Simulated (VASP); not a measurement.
# Nd3Si2I (P6/mmm) in VASP: further runs

Runs on Nd3Si2I. Level: PBE. Tasks: single point.

Program: VASP 6.6.1. These are calculated values, not measurements. Logs are shortened: lines on timing, memory, paths and dates and some standing lists are left out, and cuts for length are marked.

## 1. The cell of the first run

The structure is hexagonal, space group P6/mmm (No. 191). The conventional cell has a = 4.897 Å, b = 4.897 Å, c = 12.187 Å, α = 90.00°, β = 90.00°, γ = 120.00°. Within 4.2 Å of Nd (site symmetry 6mm) lie 1 Nd at 3.03 Å and 1 I at 3.07 Å and 6 Si at 4.14 Å. Within 3.7 Å of Nd (site symmetry 6/mmm) lie 6 Si at 2.83 Å and 2 Nd at 3.03 Å. Si (site symmetry -6m2) has 3 Si at 2.83 Å and 3 Nd at 2.83 Å within 3.7 Å. I (site symmetry 6/mmm) has 2 Nd at 3.07 Å within 4.0 Å.

The cell was built from a structure type or drawn by symmetry, and may not be a known phase.

## 2. Single point, PBE

The input, INCAR:

```
ALGO = Normal
EDIFF = 1E-6
ENCUT = 500
GGA = PE
GGA_COMPAT = F
ISIF = 2
ISMEAR = 0
LASPH = T
LCHARG = T
LELF = T
LMAXMIX = 6
LREAL = F
LVHAR = T
LWAVE = F
NBANDS = 33
NELM = 200
PREC = Accurate
SIGMA = 0.15
```

The input, KPOINTS:

```
k-points
0
Gamma
  3 3 1
```

The input, POSCAR:

```
Nd3Si2I
1.0
    4.8972388993      0.0000000000      0.0000000000
   -2.4486194497      4.2411332952      0.0000000000
    0.0000000000      0.0000000000     12.1871521552
Nd Si I
3 2 1
Direct
    0.0000000000      0.0000000000      0.7484858574
    0.0000000000      0.0000000000      0.2515141426
    0.0000000000      0.0000000000      0.5000000000
    0.3333333333      0.6666666667      0.5000000000
    0.6666666667      0.3333333333      0.5000000000
    0.0000000000      0.0000000000      0.0000000000
```

Potentials or basis: VASP PAW PBE potentials, release 64 (Nd_3, Si, I), 4f in core.

The run is started by

```console
> cat potpaw_PBE.64/Nd_3/POTCAR potpaw_PBE.64/Si/POTCAR potpaw_PBE.64/I/POTCAR > POTCAR
> mpirun -np 1 vasp_std > vasp.out
```

OUTCAR:

```text
EDIFF = 1E-6
   ENCUT = 500
   GGA = PE
   ISIF = 2
   ISMEAR = 0
   LASPH = T
   LREAL = F
   NELM = 200
   PREC = Accurate

 ion  position               nearest neighbor table
   1  0.000  0.000  0.748-   3 3.03   6 3.07
   2  0.000  0.000  0.252-   3 3.03   6 3.07
   3  0.000  0.000  0.500-   4 2.83   5 2.83   5 2.83   4 2.83   5 2.83   4 2.83   1 3.03   2 3.03

   4  0.333  0.667  0.500-   5 2.83   5 2.83   3 2.83   3 2.83   3 2.83   5 2.83
   5  0.667  0.333  0.500-   4 2.83   4 2.83   3 2.83   3 2.83   3 2.83   4 2.83
   6  0.000  0.000  0.000-   1 3.07   2 3.07

  LATTYP: Found a hexagonal cell.
 ALAT       =     4.8972388993
 C/A-ratio  =     2.4885761969

  Lattice vectors:

 A1 = (   4.8972388993,   0.0000000000,   0.0000000000)
 A2 = (  -2.4486194497,   4.2411332952,   0.0000000000)
 A3 = (   0.0000000000,   0.0000000000,  12.1871521552)

Analysis of symmetry for initial positions (statically):
=====================================================================
 Subroutine PRICEL returns:
 Original cell was already a primitive cell.

 Routine SETGRP: Setting up the symmetry group for a
 hexagonal supercell.

 Subroutine GETGRP returns: Found 24 space group operations
 (whereof 24 operations were pure point group operations)
 out of a pool of 24 trial point group operations.

The static configuration has the point symmetry D_6h.

Analysis of symmetry for dynamics (positions and initial velocities):
=====================================================================
 Subroutine PRICEL returns:
 Original cell was already a primitive cell.

 Routine SETGRP: Setting up the symmetry group for a
 hexagonal supercell.

 Subroutine GETGRP returns: Found 24 space group operations
 (whereof 24 operations were pure point group operations)
 out of a pool of 24 trial point group operations.

The dynamic configuration has the point symmetry D_6h.

 Subroutine INISYM returns: Found 24 space group operations
 (whereof 24 operations are pure point group operations),
 and found     1 'primitive' translations

----------------------------------------------------------------------------------------

                                     Primitive cell

  volume of cell :     253.1252

  direct lattice vectors                    reciprocal lattice vectors
     4.897238899  0.000000000  0.000000000     0.204196695  0.117893017  0.000000000
    -2.448619450  4.241133295  0.000000000     0.000000000  0.235786034  0.000000000
     0.000000000  0.000000000 12.187152155     0.000000000  0.000000000  0.082053624

  length of vectors
     4.897238899  4.897238899 12.187152155     0.235786034  0.235786034  0.082053624

  position of ions in fractional coordinates (direct lattice)
     0.000000000  0.000000000  0.748485857
     0.000000000  0.000000000  0.251514143
     0.000000000  0.000000000  0.500000000
     0.333333333  0.666666667  0.500000000
     0.666666667  0.333333333  0.500000000
     0.000000000  0.000000000  0.000000000

  ion indices of the primitive-cell ions
   primitive index   ion index
                 1           1
                 2           2
                 3           3
                 4           4
                 5           5
                 6           6

----------------------------------------------------------------------------------------

 KPOINTS: k-points

Automatic generation of k-mesh.
 Grid dimensions read from file:
 generate k-points for:    3    3    1

 Generating k-lattice:

  Cartesian coordinates                     Fractional coordinates (reciprocal lattice)
     0.068065565  0.039297672  0.000000000     0.333333333  0.000000000  0.000000000
     0.000000000  0.078595345  0.000000000     0.000000000  0.333333333  0.000000000
     0.000000000  0.000000000  0.082053624     0.000000000  0.000000000  1.000000000

  Length of vectors
     0.078595345  0.078595345  0.082053624

  Shift w.r.t. Gamma in fractional coordinates (k-lattice)
     0.000000000  0.000000000  0.000000000

 Subroutine IBZKPT returns following result:
 ===========================================

 Found      3 irreducible k-points:

 Following reciprocal coordinates:
            Coordinates               Weight
  0.000000  0.000000  0.000000      1.000000
  0.333333  0.000000  0.000000      6.000000
  0.333333  0.333333  0.000000      2.000000
   k-points           NKPTS =      3   k-points in BZ     NKDIM =      3   number of bands    NBANDS=     33
   number of dos      NEDOS =    301   number of ions     NIONS =      6
   total plane-waves  NPLWV = 116640
   dimension x,y,z NGX =    36 NGY =   36 NGZ =   90
   dimension x,y,z NGXF=    72 NGYF=   72 NGZF=  180
   ions per type =               3   2   1
   NGX,Y,Z   is equivalent  to a cutoff of  12.22, 12.22, 12.28 a.u.
   NGXF,Y,Z  is equivalent  to a cutoff of  24.44, 24.44, 24.55 a.u.
 SYSTEM =  unknown system
   PREC   = accura    normal or accurate (medium, high low for compatibility)
   ISTART =      0    job   : 0-new  1-cont  2-samecut
   ICHARG =      2    charge: 1-file 2-atom 10-const
   ISPIN  =      1    spin polarized calculation?
   LNONCOLLINEAR =      F non collinear calculations
   LSORBIT =      F    spin-orbit coupling
   LASPH  =      T    aspherical Exc in radial PAW
   ENCUT  =  500.0 eV  36.75 Ry    6.06 a.u.   8.93  8.93 22.22*2*pi/ulx,y,z
   NELM   =    200;   NELMIN=  2; NELMDL= -5     # of ELM steps
   EDIFF  = 0.1E-05   stopping-criterion for ELM
   LREAL  =      F    real-space projection
   EDIFFG = 0.1E-04   stopping-criterion for IOM
   NSW    =      0    number of steps for IOM
   IBRION =     -1    ionic relax: 0-MD 1-quasi-New 2-CG
   NFREE  =      0    steps in history (QN), initial steepest desc. (CG)
   ISIF   =      2    stress and relaxation
   ISYM   =      2    0-nonsym 1-usesym 2-fastsym
   POTIM  = 0.5000    time-step for ionic-motion
   TEBEG  =    0.0;   TEEND  =   0.0 temperature during run
   PSTRESS=    0.0 pullay stress
   NELECT =      48.0000    total number of electrons
   NUPDOWN=      -1.0000    fix difference up-down
   EMIN   =  10.00;   EMAX   =-10.00  energy-range for DOS
   EFERMI =   0.00;   METHOD = LEGACY
   ISMEAR =     0;   SIGMA  =   0.15  broadening in eV -4-tet -1-fermi 0-gaus
   EFERMI_NEDOS =   21; number of points for ismear=-14 and -15
   IALGO  =     38    algorithm
   IMIX   =      4    mixing-type and parameters
     AMIX     =   0.40;   BMIX     =  1.00
     AMIX_MAG =   1.60;   BMIX_MAG =  1.00
  volume/ion in A,a.u.               =      42.19       284.70
  Fermi-wavevector in a.u.,A,eV,Ry     =   0.940539  1.777361 12.035896  0.884613
  Thomas-Fermi vector in A             =   2.067961
   LORBIT       =      0    0 simple, 1 ext, 2 COOP (PROOUT), +10 PAW based schemes
   GGA     = PE    functional components
   LHFCALC =     F    Hartree Fock is set to
   AEXX    =    0.0000 exact exchange contribution
   IVDW    =     0    specifies the selected vdW correction
   LEPSILON=     F    determine dielectric tensor
   LRPA    =     F    only Hartree local field effects (RPA)
 non-spin polarized calculation
 Gauss-broadening in eV      SIGMA  =   0.15
  energy-cutoff  :      500.00
  volume of cell :      253.13
 maximum number of plane-waves:      6447
 NGX is ok and might be reduce to    36
   NGX = 17   NGY = 17   NGZ = 45

 number of electron      48.0000001 magnetization

 Free energy of the ion-electron system (eV)
  ---------------------------------------------------
  ext. energy  EPLUGINS =         0.00000000
  ---------------------------------------------------
  free energy    TOTEN  =       -23.40663911 eV

  energy without entropy =      -23.27071036  energy(sigma->0) =      -23.33867473

 E-fermi :   2.5447     XC(G=0):  -7.8488

 val. band max:        2.5306094139   @ k =   0.3333   0.0000   0.0000
 cond. band min:       2.6022418163   @ k =   0.3333   0.3333   0.0000
 fundamental gap:      0.0716324023
 Fermi energy:         2.5446778023

 k-point     1 :       0.0000    0.0000    0.0000
  band No.  band energies     occupation
      1     -36.7286      2.00000
      2     -36.7243      2.00000
      3     -34.4699      2.00000
      4     -18.0214      2.00000
      5     -17.8365      2.00000
      6     -17.8365      2.00000
[... 25 lines left out ...]
     32       3.9769      0.00000
     33       4.6596      0.00000

 k-point     2 :       0.3333    0.0000    0.0000
  band No.  band energies     occupation
      1     -36.7276      2.00000
      2     -36.7234      2.00000
      3     -34.4670      2.00000
      4     -18.0167      2.00000
      5     -17.8639      2.00000
      6     -17.8568      2.00000
[... 25 lines left out ...]
     32       4.1230      0.00000
     33       4.2648      0.00000

 k-point     3 :       0.3333    0.3333    0.0000
  band No.  band energies     occupation
      1     -36.7272      2.00000
      2     -36.7229      2.00000
      3     -34.4655      2.00000
      4     -18.0143      2.00000
      5     -17.8623      2.00000
      6     -17.8623      2.00000
[... 25 lines left out ...]
     32       4.5574      0.00000
     33       4.5586      0.00000

------------------------ aborting loop because EDIFF is reached ----------------------------------------

  FORCE on cell =-STRESS in cart. coord.  units (eV):
  Direction    XX          YY          ZZ          XY          YZ          ZX
  --------------------------------------------------------------------------------------
  -------------------------------------------------------------------------------------
  Total        0.2942670      0.2942670      1.0477548     -0.0000000     -0.0000000      0.0000000
  in kB        1.8625878      1.8625878      6.6318513     -0.0000000     -0.0000000      0.0000000
  external PRESSURE =       3.4523423 kB  Pullay stress =       0.0000000 kB

 VOLUME and BASIS-vectors are now :
 -----------------------------------------------------------------------------
  energy-cutoff  :      500.00
  volume of cell :      253.13
      direct lattice vectors                 reciprocal lattice vectors
     4.897238899  0.000000000  0.000000000     0.204196695  0.117893017  0.000000000
    -2.448619450  4.241133295  0.000000000     0.000000000  0.235786034  0.000000000
     0.000000000  0.000000000 12.187152155     0.000000000  0.000000000  0.082053624

 POSITION                                       TOTAL-FORCE (eV/Angst)
 -----------------------------------------------------------------------------------
      0.00000      0.00000      9.12191         0.000000      0.000000      0.027550
      0.00000      0.00000      3.06524         0.000000     -0.000000     -0.027550
      0.00000      0.00000      6.09358         0.000000      0.000000     -0.000000
     -0.00000      2.82742      6.09358        -0.000000     -0.000000     -0.000000
      2.44862      1.41371      6.09358         0.000000      0.000000     -0.000000
      0.00000      0.00000      0.00000         0.000000      0.000000     -0.000000
 -----------------------------------------------------------------------------------
    total drift:                               -0.000000     -0.000000     -0.000000

  FREE ENERGIE OF THE ION-ELECTRON SYSTEM (eV)
  ---------------------------------------------------
  free  energy   TOTEN  =       -23.4066391122 eV

  energy  without entropy=      -23.2707103566  energy(sigma->0) =      -23.33867473
```

It took 36 s on 1 thread of AMD EPYC 7R13 (Zen 3), shared host; peak memory 0.3 GiB.

What came out:

| Quantity | Value |
| --- | --- |
| Free energy | -23.4066 eV |
| Pressure | 0.3 GPa |
| Largest force | 0.028 eV/Å |
| Band gap on the k mesh | zero (bands 24 and 25 overlap by 0.07 eV) |

Forces in eV/Å, atoms in the order of the input:
```
Nd   0.000  0.000  0.028
Nd   0.000  0.000 -0.028
Nd   0.000  0.000  0.000
Si   0.000  0.000  0.000
Si   0.000  0.000  0.000
I    0.000  0.000  0.000
```

Caveat: the k points lie up to 0.52 Å⁻¹ apart; spin-orbit coupling is left out, which moves the levels of the heavy elements; the 4f electrons are frozen in the core, so they carry no moment and show no levels; the run has no spin polarisation, though such a crystal can be magnetic. Spin polarisation is off, so any magnetic state and its effect on volume and gap are missing.

## 3. Single point, PBE

This run uses another cell than the first one, of 33.72 Å³/atom.

The input, INCAR:

```
PREC = Accurate
ENCUT = 500
EDIFF = 1E-6
ISMEAR = 0
SIGMA = 0.15
LREAL = F
LASPH = T
NELM = 200
ALGO = Normal
ISIF = 2
LWAVE = F
LCHARG = F
GGA = PE
NBANDS = 33
GGA_COMPAT = F
LMAXMIX = 6
```

The input, KPOINTS:

```
regular mesh
0
Gamma
  2 2 3
```

The input, POSCAR:

```
Nd3Si2I
1.0
    7.6961463196      0.0000000000      0.0000000000
   -3.8480731598      6.6650582240      0.0000000000
    0.0000000000      0.0000000000      3.9442796004
Nd Si I
3 2 1
Direct
    0.5000000000      0.0000000000      0.5000000000
    0.0000000000      0.5000000000      0.5000000000
    0.5000000000      0.5000000000      0.5000000000
    0.6666666667      0.3333333333      0.0000000000
    0.3333333333      0.6666666667      0.0000000000
    0.0000000000      0.0000000000      0.0000000000
```

Potentials or basis: VASP PAW PBE potentials, release 64 (Nd_3, Si, I), 4f in core.

The run is started by

```console
> cat potpaw_PBE.64/Nd_3/POTCAR potpaw_PBE.64/Si/POTCAR potpaw_PBE.64/I/POTCAR > POTCAR
> mpirun -np 1 vasp_std > vasp.out
```

Run time: 34 s. Hardware: 1 thread of AMD EPYC 7R13 (Zen 3), shared host; peak memory 0.26 GiB.

Results (log left out):

```yaml
Free_energy: -28.7872 eV
Pressure: 0.6 GPa
Band_gap_on_the_k_mesh: zero (filled and empty bands overlap)
```

Stress tensor (GPa, compression positive):
```
0.72 0.00 0.00
0.00 0.72 0.00
0.00 0.00 0.23
```

Levels at points of the mesh, in eV from the Fermi level:
```tsv
k point	band 20	band 21	band 22	band 23	band 24	band 25	band 26	band 27	band 28	band 29
(0.00, 0.00, 0.00)	-1.27	-1.15	-0.77	0.04	0.04	0.06	0.68	0.68	1.72	1.96
(0.50, 0.00, 0.00)	-1.19	-1.16	-0.72	-0.58	-0.27	0.04	0.72	1.20	1.25	1.89
```

Caveat: the k points lie up to 0.53 Å⁻¹ apart; spin-orbit coupling is left out, which moves the levels of the heavy elements; the 4f electrons are frozen in the core, so they carry no moment and show no levels; the run has no spin polarisation, though such a crystal can be magnetic. Spin polarisation is off, so any magnetic state and its effect on volume and gap are missing.

## 4. Single point, PBE

This run uses another cell than the first one, of 50.84 Å³/atom.

The input, INCAR:

```
SYSTEM = Nd3Si2I
ALGO = Normal
EDIFF = 1E-6
ENCUT = 500
GGA = PE
GGA_COMPAT = .FALSE.
ISIF = 2
ISMEAR = 0
LASPH = .TRUE.
LCHARG = .FALSE.
LMAXMIX = 6
LREAL = .FALSE.
LWAVE = .FALSE.
NBANDS = 33
NELM = 200
PREC = Accurate
SIGMA = 0.15
```

The input, KPOINTS:

```
k-points
0
G
  3 3 2
  0 0 0
```

The input, POSCAR:

```
Nd3Si2I
1.0
    5.7428132879     -0.0000000036      0.0000000000
   -2.8714066408      4.9734221983      0.0000000000
    0.0000000000      0.0000000000     10.6809750801
Nd Si I
3 2 1
Direct
    0.3333333333      0.6666666667      0.0000000000
    0.6666666667      0.3333333333      0.0000000000
    0.0000000000      0.0000000000      0.0000000000
    0.0000000000      0.0000000000      0.7527645070
    0.0000000000      0.0000000000      0.2472354930
    0.0000000000      0.0000000000      0.5000000000
```

The run is started by

```console
> cat potpaw_PBE.64/Nd_3/POTCAR potpaw_PBE.64/Si/POTCAR potpaw_PBE.64/I/POTCAR > POTCAR
> mpirun -np 1 vasp_std > vasp.out
```

Wall time 49 s (1 thread of Intel Xeon 6975P-C (Granite Rapids), shared host); peak memory 0.38 GiB.

It converged, with:

```
Free energy            : -21.4454 eV
Pressure               : 0.6 GPa
Largest force          : 0.030 eV/Å
Band gap on the k mesh : zero (bands 24 and 25 overlap by 0.86 eV)
```

Forces on the atoms (eV/Å):
```
Nd   0.000  0.000  0.000
Nd   0.000  0.000  0.000
Nd   0.000  0.000  0.000
Si   0.000  0.000 -0.030
Si   0.000  0.000  0.030
I    0.000  0.000  0.000
```

Stress tensor (GPa, compression positive):
```
0.80 0.00 0.00
0.00 0.80 0.00
0.00 0.00 0.14
```

Levels at points of the mesh, in eV from the Fermi level:
| k point | band 21 | band 22 | band 23 | band 24 | band 25 | band 26 | band 27 | band 28 |
| --- | --- | --- | --- | --- | --- | --- | --- | --- |
| (0.00, 0.00, 0.00) | -0.83 | -0.31 | 0.40 | 0.40 | 0.42 | 0.42 | 0.98 | 1.29 |
| (0.00, 0.00, 0.50) | -0.61 | 0.09 | 0.09 | 0.42 | 0.42 | 1.00 | 1.18 | 1.29 |

Caveat: the k points lie up to 0.42 Å⁻¹ apart, too coarse for converged energies and pressures of a metal; spin-orbit coupling is left out, which moves the levels of the heavy elements; the 4f electrons are frozen in the core, so they carry no moment and show no levels; the run has no spin polarisation, though such a crystal can be magnetic.

## 5. Overview

```csv
cell,k mesh,gap on the mesh (eV),pressure (GPa),largest force (eV/Å)
"a = 4.897, b = 4.897, c = 12.187 Å, angles 90.0, 90.0, 120.0°, 6 atoms, atomic positions A",3 × 3 × 1,none,0.3,0.03
"a = 7.696, b = 7.696, c = 3.944 Å, angles 90.0, 90.0, 120.0°, 6 atoms, atomic positions B",2 × 2 × 3,none,0.6,-
"a = 5.743, b = 5.743, c = 10.681 Å, angles 90.0, 90.0, 120.0°, 6 atoms, atomic positions C",3 × 3 × 2,none,0.6,0.03
```

Alike in all rows: task single point; level PBE; potentials or basis VASP PAW PBE potentials, release 64 (Nd_3, Si, I), 4f in core; no spin polarisation; cutoff (eV) 500; smearing gaussian 0.15 eV.

Caveats: all runs use coarse meshes; spin-orbit coupling is left out, which moves the levels of the heavy elements; the 4f electrons are frozen in the core, so they carry no moment and show no levels; the run has no spin polarisation, though such a crystal can be magnetic.

Absolute energies hang on the potentials; compare differences alone.
